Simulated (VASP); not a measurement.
H23NO10: single point with PBEsol

The system is H23NO10.

```
O H N
1.0
     6.97268    0.00000    0.00000
     0.00000    6.97268    0.00000
     0.00000    0.00000    6.97268
O H N
10 23 1
Cartesian
  4.9115 6.1477 1.7876
  2.7771 5.6876 0.4902
  5.6974 1.3317 0.3914
  5.1814 0.2553 4.0878
  7.0515 4.3088 5.6837
  1.6790 6.6394 2.7900
  3.9748 2.6047 4.5178
  1.3812 2.2044 6.3040
  2.0679 2.3440 2.6700
  3.0540 5.3401 4.8749
  4.1184 5.8538 1.2797
  5.3726 6.8093 1.1979
  1.9835 5.9207 1.0650
  2.4576 5.4279 -0.3853
  4.8516 1.5403 -0.0147
  6.3554 1.8148 -0.0909
  4.7921 -0.0991 3.2536
  4.8376 -0.3205 4.7672
  6.1736 4.1261 5.9799
  7.0941 4.3450 4.6655
  1.8349 7.6248 2.6257
  0.7172 6.6299 2.9549
  3.3481 2.5138 5.2584
  4.3726 1.6655 4.3362
  1.1235 3.1069 6.0241
  1.4767 1.5415 5.6381
  2.0567 2.7502 1.8060
  2.8897 2.4269 3.0802
  3.2953 4.4836 4.5221
  2.4172 5.7342 4.2131
  8.1389 4.4159 2.6450
  6.8783 3.3669 2.8227
  6.4918 4.8869 2.7160
  7.2408 4.2677 3.1506
```

```
Program                : VASP 6.6.1
Task                   : single point
Functional             : PBEsol
Potentials or basis    : VASP PAW PBE potentials, release 64 (O, H, N)
Cutoff                 : 520 eV
k mesh                 : 1 × 1 × 1
Occupations            : fermi-dirac, width 0.02 eV
Spin                   : no spin polarisation
Dipole correction      : no
Further INCAR settings : LREAL = Auto; ALGO = Normal; EDIFF = 1e-06; NBANDS = 67
```

```
Pressure               : 2.5 GPa
Largest force          : 3.878 eV/Å
Band gap on the k mesh : 4.36 eV
```

Forces on the atoms (eV/Å):
```
O    1.102  0.183  0.291
O   -1.199  0.191  1.451
O   -0.855 -0.826  1.135
O    0.387  1.647  0.196
O    1.585  0.567  0.668
O   -0.386  0.471 -0.062
O    0.337 -0.401 -0.323
O    0.899 -0.375  2.399
O   -3.360 -1.388 -1.085
O   -0.653  1.108  0.050
H   -0.581 -0.118 -0.441
H   -0.208 -0.118  0.233
H    1.022 -0.032 -0.323
H    0.103 -0.205 -1.094
H   -0.547  0.156 -0.277
H    1.643  0.668 -0.918
H    0.105 -0.549 -1.002
H   -0.511 -0.897  0.869
H   -1.424 -0.238  0.282
H   -0.070 -0.084 -0.470
H    0.266 -0.016  0.106
H   -0.190 -0.133  0.195
H   -0.349 -0.173  0.280
H    0.224  0.354  0.261
H   -0.941  0.749 -0.959
H   -0.164 -0.600 -1.323
H    0.261  0.201 -1.058
H    3.382  0.667  1.777
H    0.458 -1.104 -0.422
H    0.387  0.018  0.080
H   -0.733  0.013  0.407
H    0.383 -0.385  0.279
H    0.855 -0.091  0.365
N   -1.229  0.739 -1.567
```

Stress tensor (GPa, compression positive):
```
1.82 0.75 0.75
0.75 1.75 0.08
0.75 0.08 3.83
```

Levels at points of the mesh, in eV from the valence-band top:
```tsv
k point	band 42	band 43	band 44	band 45	band 46	band 47
(0.00, 0.00, 0.00)	-0.25	-0.12	0.00	4.36	7.08	7.36
```

It took 43 s on 1 thread of AMD EPYC 7R13 Processor (Zen 3) (shared host), peak memory 0.32 GiB.

Caveat: the k points lie up to 0.90 Å⁻¹ apart; the PAW data sets were made with another functional, which shifts forces and pressure a little.
